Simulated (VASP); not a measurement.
# BN (BN (F-43m)) (F-43m) in VASP: single point with PBE

Aim: the single point of BN (BN (F-43m)) with PBE.

Program: VASP 6.6.1. These are calculated values, not measurements. Logs are shortened: lines on timing, memory, paths and dates and some standing lists are left out, and cuts for length are marked.

## 1. The cell of the first run

Symmetry: F-43m, No. 216, cubic system. Conventional cell: a = 3.624 Å, b = 3.624 Å, c = 3.624 Å, α = 90.00°, β = 90.00°, γ = 90.00°. B (site symmetry -43m) has 4 N at 1.57 Å within 2.1 Å. Within 2.1 Å of N (site symmetry -43m) lie 4 B at 1.57 Å.

## 2. Single point, PBE

INCAR

```
ALGO     = Normal         # electronic algorithm
EDIFF    = 1E-6           # SCF threshold, eV
ENCUT    = 520            # plane-wave cutoff, eV
GGA      = PE             # functional
ISIF     = 2              # what is computed and relaxed
ISMEAR   = 0              # smearing method
LASPH    = True           # aspherical terms in the spheres
LCHARG   = False          # write CHGCAR
LREAL    = False          # projectors in reciprocal space
LWAVE    = False          # write WAVECAR
NBANDS   = 11             # bands
NELM     = 80             # most SCF steps
PREC     = Accurate       # precision mode
SIGMA    = 0.01           # smearing width, eV
```

KPOINTS

```
k-points
0
Gamma
  13 13 13
```

POSCAR

```
BN
1.0
    0.0000000000      1.8120551922      1.8120551922
    1.8120551922      0.0000000000      1.8120551922
    1.8120551922      1.8120551922      0.0000000000
B N
1 1
Direct
    0.0000000000      0.0000000000      0.0000000000
    0.2500000000      0.2500000000      0.2500000000
```

Potentials or basis: VASP PAW PBE potentials, release 64 (B, N).

Run with:

```console
$ cat potpaw_PBE.64/B/POTCAR potpaw_PBE.64/N/POTCAR > POTCAR
$ mpirun -np 1 vasp_std > vasp.out
```

OUTCAR:

```text
EDIFF = 1E-6
   ENCUT = 520
   GGA = PE
   ISIF = 2
   ISMEAR = 0
   LASPH = True
   LREAL = False
   NELM = 80
   PREC = Accurate

 ion  position               nearest neighbor table
   1  0.000  0.000  0.000-   2 1.57   2 1.57   2 1.57   2 1.57
   2  0.250  0.250  0.250-   1 1.57   1 1.57   1 1.57   1 1.57

  LATTYP: Found a face centered cubic cell.
 ALAT       =     3.6241103844

  Lattice vectors:

 A1 = (   0.0000000000,   1.8120551922,   1.8120551922)
 A2 = (   1.8120551922,   0.0000000000,   1.8120551922)
 A3 = (   1.8120551922,   1.8120551922,   0.0000000000)

Analysis of symmetry for initial positions (statically):
=====================================================================
 Subroutine PRICEL returns:
 Original cell was already a primitive cell.

 Routine SETGRP: Setting up the symmetry group for a
 face centered cubic supercell.

 Subroutine GETGRP returns: Found 24 space group operations
 (whereof 24 operations were pure point group operations)
 out of a pool of 48 trial point group operations.

The static configuration has the point symmetry T_d .

Analysis of symmetry for dynamics (positions and initial velocities):
=====================================================================
 Subroutine PRICEL returns:
 Original cell was already a primitive cell.

 Routine SETGRP: Setting up the symmetry group for a
 face centered cubic supercell.

 Subroutine GETGRP returns: Found 24 space group operations
 (whereof 24 operations were pure point group operations)
 out of a pool of 48 trial point group operations.

The dynamic configuration has the point symmetry T_d .

 Subroutine INISYM returns: Found 24 space group operations
 (whereof 24 operations are pure point group operations),
 and found     1 'primitive' translations

----------------------------------------------------------------------------------------

                                     Primitive cell

  volume of cell :      11.8999

  direct lattice vectors                    reciprocal lattice vectors
     0.000000000  1.812055192  1.812055192    -0.275929785  0.275929785  0.275929785
     1.812055192  0.000000000  1.812055192     0.275929785 -0.275929785  0.275929785
     1.812055192  1.812055192  0.000000000     0.275929785  0.275929785 -0.275929785

  length of vectors
     2.562633029  2.562633029  2.562633029     0.477924407  0.477924407  0.477924407

  position of ions in fractional coordinates (direct lattice)
     0.000000000  0.000000000  0.000000000
     0.250000000  0.250000000  0.250000000

  ion indices of the primitive-cell ions
   primitive index   ion index
                 1           1
                 2           2

----------------------------------------------------------------------------------------

 KPOINTS: k-points

Automatic generation of k-mesh.
 Grid dimensions read from file:
 generate k-points for:   13   13   13

 Generating k-lattice:

  Cartesian coordinates                     Fractional coordinates (reciprocal lattice)
    -0.021225368  0.021225368  0.021225368     0.076923077  0.000000000  0.000000000
     0.021225368 -0.021225368  0.021225368     0.000000000  0.076923077  0.000000000
     0.021225368  0.021225368 -0.021225368     0.000000000  0.000000000  0.076923077

  Length of vectors
     0.036763416  0.036763416  0.036763416

  Shift w.r.t. Gamma in fractional coordinates (k-lattice)
     0.000000000  0.000000000  0.000000000

 Subroutine IBZKPT returns following result:
 ===========================================

 Found     84 irreducible k-points:

 Following reciprocal coordinates:
            Coordinates               Weight
  0.000000  0.000000  0.000000      1.000000
  0.076923  0.000000  0.000000      8.000000
  0.153846  0.000000  0.000000      8.000000
  0.230769  0.000000  0.000000      8.000000
  0.307692  0.000000  0.000000      8.000000
  0.384615  0.000000  0.000000      8.000000
[... 16 lines left out ...]
  0.384615  0.153846  0.000000     24.000000
  0.461538  0.153846  0.000000     24.000000
 [... further k-points ...]
   k-points           NKPTS =     84   k-points in BZ     NKDIM =     84   number of bands    NBANDS=     11
   number of dos      NEDOS =    301   number of ions     NIONS =      2
   total plane-waves  NPLWV =   8000
   dimension x,y,z NGX =    20 NGY =   20 NGZ =   20
   dimension x,y,z NGXF=    40 NGYF=   40 NGZF=   40
   ions per type =               1   1
   NGX,Y,Z   is equivalent  to a cutoff of  12.97, 12.97, 12.97 a.u.
   NGXF,Y,Z  is equivalent  to a cutoff of  25.95, 25.95, 25.95 a.u.
 SYSTEM =  unknown system
   PREC   = accura    normal or accurate (medium, high low for compatibility)
   ISTART =      0    job   : 0-new  1-cont  2-samecut
   ICHARG =      2    charge: 1-file 2-atom 10-const
   ISPIN  =      1    spin polarized calculation?
   LNONCOLLINEAR =      F non collinear calculations
   LSORBIT =      F    spin-orbit coupling
   LASPH  =      T    aspherical Exc in radial PAW
   ENCUT  =  520.0 eV  38.22 Ry    6.18 a.u.   4.76  4.76  4.76*2*pi/ulx,y,z
   NELM   =     80;   NELMIN=  2; NELMDL= -5     # of ELM steps
   EDIFF  = 0.1E-05   stopping-criterion for ELM
   LREAL  =      F    real-space projection
   EDIFFG = 0.1E-04   stopping-criterion for IOM
   NSW    =      0    number of steps for IOM
   IBRION =     -1    ionic relax: 0-MD 1-quasi-New 2-CG
   NFREE  =      0    steps in history (QN), initial steepest desc. (CG)
   ISIF   =      2    stress and relaxation
   ISYM   =      2    0-nonsym 1-usesym 2-fastsym
   POTIM  = 0.5000    time-step for ionic-motion
   TEBEG  =    0.0;   TEEND  =   0.0 temperature during run
   PSTRESS=    0.0 pullay stress
   NELECT =       8.0000    total number of electrons
   NUPDOWN=      -1.0000    fix difference up-down
   EMIN   =  10.00;   EMAX   =-10.00  energy-range for DOS
   EFERMI =   0.00;   METHOD = LEGACY
   ISMEAR =     0;   SIGMA  =   0.01  broadening in eV -4-tet -1-fermi 0-gaus
   EFERMI_NEDOS =   21; number of points for ismear=-14 and -15
   IALGO  =     38    algorithm
   IMIX   =      4    mixing-type and parameters
     AMIX     =   0.40;   BMIX     =  1.00
     AMIX_MAG =   1.60;   BMIX_MAG =  1.00
  volume/ion in A,a.u.               =       5.95        40.15
  Fermi-wavevector in a.u.,A,eV,Ry     =   1.434135  2.710122 27.983695  2.056744
  Thomas-Fermi vector in A             =   2.553577
   LORBIT       =      0    0 simple, 1 ext, 2 COOP (PROOUT), +10 PAW based schemes
   GGA     = PE    functional components
   LHFCALC =     F    Hartree Fock is set to
   AEXX    =    0.0000 exact exchange contribution
   IVDW    =     0    specifies the selected vdW correction
   LEPSILON=     F    determine dielectric tensor
   LRPA    =     F    only Hartree local field effects (RPA)
 non-spin polarized calculation
 Gauss-broadening in eV      SIGMA  =   0.01
  energy-cutoff  :      520.00
  volume of cell :       11.90
 maximum number of plane-waves:       331
   NGX =  9   NGY =  9   NGZ =  9

 number of electron       7.9999999 magnetization

 Free energy of the ion-electron system (eV)
  ---------------------------------------------------
  ext. energy  EPLUGINS =         0.00000000
  ---------------------------------------------------
  free energy    TOTEN  =       -17.45097191 eV

  energy without entropy =      -17.45097191  energy(sigma->0) =      -17.45097191

 E-fermi :   7.4616     XC(G=0): -12.7848

 val. band max:        7.3101974127   @ k =   0.0000   0.0000   0.0000
 cond. band min:      11.8353682261   @ k =   0.4615   0.4615   0.0000
 fundamental gap:      4.5251708133
 Fermi energy:         7.4615578220

 k-point     1 :       0.0000    0.0000    0.0000
  band No.  band energies     occupation
      1     -12.8349      2.00000
      2       7.3102      2.00000
      3       7.3102      2.00000
      4       7.3102      2.00000
      5      16.0942      0.00000
      6      16.0942      0.00000
      7      16.0942      0.00000
      8      17.5370      0.00000
      9      31.9208      0.00000
     10      34.9868      0.00000
     11      34.9868      0.00000

 k-point     2 :       0.0769    0.0000    0.0000
  band No.  band energies     occupation
      1     -12.6916      2.00000
      2       6.5272      2.00000
      3       7.1562      2.00000
      4       7.1563      2.00000
      5      16.2700      0.00000
      6      16.3280      0.00000
      7      16.3280      0.00000
      8      18.0254      0.00000
      9      31.7618      0.00000
     10      32.9498      0.00000
     11      32.9498      0.00000

 k-point     3 :       0.1538    0.0000    0.0000
  band No.  band energies     occupation
      1     -12.2665      2.00000
      2       4.6739      2.00000
      3       6.7709      2.00000
      4       6.7709      2.00000
      5      16.5444      0.00000
      6      16.8928      0.00000
      7      16.8928      0.00000
      8      19.2207      0.00000
      9      31.3000      0.00000
     10      31.4121      0.00000
     11      31.4121      0.00000

 k-point     4 :       0.2308    0.0000    0.0000
  band No.  band energies     occupation
      1     -11.5758      2.00000
      2       2.4331      2.00000
      3       6.3047      2.00000
      4       6.3047      2.00000
      5      16.8127      0.00000
      6      17.4847      0.00000
      7      17.4847      0.00000
      8      20.4986      0.00000
      9      30.7692      0.00000
     10      30.8225      0.00000
     11      30.8225      0.00000

 k-point     5 :       0.3077    0.0000    0.0000
  band No.  band energies     occupation
      1     -10.6600      2.00000
      2       0.1906      2.00000
      3       5.8798      2.00000
      4       5.8798      2.00000
      5      17.0589      0.00000
      6      17.8545      0.00000
      7      17.8545      0.00000
      8      21.5010      0.00000
      9      30.4653      0.00000
     10      31.2693      0.00000
     11      31.2693      0.00000
[... 211 lines left out ...]
 k-point    21 :       0.2308    0.1538    0.0000
  band No.  band energies     occupation
      1     -11.5709      2.00000
      2       3.8467      2.00000
      3       5.2134      2.00000
      4       5.5994      2.00000
      5      15.0944      0.00000
      6      18.8135      0.00000
      7      19.1116      0.00000
      8      19.5943      0.00000
      9      26.2090      0.00000
     10      33.6421      0.00000
     11      35.3151      0.00000

 k-point    22 :       0.3077    0.1538    0.0000
  band No.  band energies     occupation
      1     -10.8149      2.00000
      2       1.8112      2.00000
      3       4.7811      2.00000
      4       5.1833      2.00000
      5      15.4514      0.00000
      6      19.1787      0.00000
      7      19.7035      0.00000
      8      20.0667      0.00000
      9      26.5984      0.00000
     10      33.5400      0.00000
     11      34.9383      0.00000

 k-point    23 :       0.3846    0.1538    0.0000
  band No.  band energies     occupation
      1      -9.8688      2.00000
      2      -0.2036      2.00000
      3       4.5363      2.00000
      4       4.6172      2.00000
      5      15.8520      0.00000
      6      19.3676      0.00000
      7      19.8997      0.00000
      8      20.7871      0.00000
      9      27.4726      0.00000
     10      33.3208      0.00000
     11      35.2289      0.00000

 k-point    24 :       0.4615    0.1538    0.0000
  band No.  band energies     occupation
      1      -8.8889      2.00000
      2      -1.9012      2.00000
      3       4.0655      2.00000
      4       4.5028      2.00000
      5      16.1699      0.00000
      6      19.3470      0.00000
      7      19.7723      0.00000
      8      21.9055      0.00000
      9      28.0868      0.00000
     10      33.4092      0.00000
     11      35.2478      0.00000

 [... further k-points ...]
[... 5 lines left out ...]
  --------------------------------------------------------------------------------------
  -------------------------------------------------------------------------------------
  Total        0.0315755      0.0315755      0.0315755     -0.0000000      0.0000000     -0.0000000
  in kB        4.2512433      4.2512433      4.2512433     -0.0000000      0.0000000     -0.0000000
  external PRESSURE =       4.2512433 kB  Pullay stress =       0.0000000 kB

 VOLUME and BASIS-vectors are now :
 -----------------------------------------------------------------------------
  energy-cutoff  :      520.00
  volume of cell :       11.90
      direct lattice vectors                 reciprocal lattice vectors
     0.000000000  1.812055192  1.812055192    -0.275929785  0.275929785  0.275929785
     1.812055192  0.000000000  1.812055192     0.275929785 -0.275929785  0.275929785
     1.812055192  1.812055192  0.000000000     0.275929785  0.275929785 -0.275929785

 POSITION                                       TOTAL-FORCE (eV/Angst)
 -----------------------------------------------------------------------------------
      0.00000      0.00000      0.00000         0.000000      0.000000      0.000000
      0.90603      0.90603      0.90603        -0.000000     -0.000000     -0.000000
 -----------------------------------------------------------------------------------
    total drift:                                0.000000      0.000000      0.000000

  FREE ENERGIE OF THE ION-ELECTRON SYSTEM (eV)
  ---------------------------------------------------
  free  energy   TOTEN  =       -17.4509719089 eV

  energy  without entropy=      -17.4509719089  energy(sigma->0) =      -17.45097191
```

Run time: 7.5 s. Hardware: 1 thread of Intel Xeon Platinum 8488C (Sapphire Rapids), shared host; peak memory 0.12 GiB.

Results:

- Free energy: -17.4510 eV
- Pressure: 0.4 GPa
- Band gap on the k mesh: 4.53 eV, indirect (least direct gap 8.78 eV)
